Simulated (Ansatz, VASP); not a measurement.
One calculation of Si16B, two programs

```
Si B
1.0
     0.00000    5.43000    5.43000
     5.43000    0.00000    5.43000
     5.43000    5.43000    0.00000
Si B
16 1
Direct
  0.00210 0.99639 0.99729
  0.12723 0.12205 0.12292
  0.00205 0.00294 0.49544
  0.12618 0.12556 0.62108
  0.00281 0.49442 0.00334
  0.12651 0.62015 0.12616
  0.00252 0.49719 0.49776
  0.11162 0.62932 0.62990
  0.50040 0.99941 0.99900
  0.62576 0.12290 0.12323
  0.49827 0.00339 0.49539
  0.62655 0.12339 0.62252
  0.49849 0.49496 0.00341
  0.62782 0.62328 0.12075
  0.49512 0.50796 0.50504
  0.62993 0.63071 0.63079
  0.74052 0.76682 0.76204
```

Alike in both runs: functional PBEsol; k mesh 2 × 2 × 2; occupations gaussian, width 0.02 eV; collinear spin.

Ansatz relaxed the structure, and its values are those at the end. VASP's run is a single point on that final structure, the one shown.

|  | VASP | Ansatz |
| --- | --- | --- |
| version | VASP 6.6.1 | Ansatz 0.2.0 |
| potentials or method | VASP PAW PBE potentials, release 64 (Si, B), cutoff 520 eV | scalar-relativistic, plane waves, PAW |
| valence electrons in the cell | 67 | 67 |

```tsv
	VASP	Ansatz	Ansatz less VASP
rms of the force components (eV/Å)	0.006	0.006	-0.0003
net moment per atom (μB)	0.00	0.00	0.000
```

VASP's potentials were made for PBE, not for PBEsol, and Ansatz warns of the same on its side. The functional is the same, so the differences come from potentials, cutoffs and numerics. Ansatz's warnings: filled band counts differ across k points, seeded moment not kept.

The k mesh is coarse, so the values compare programs but aren't converged.
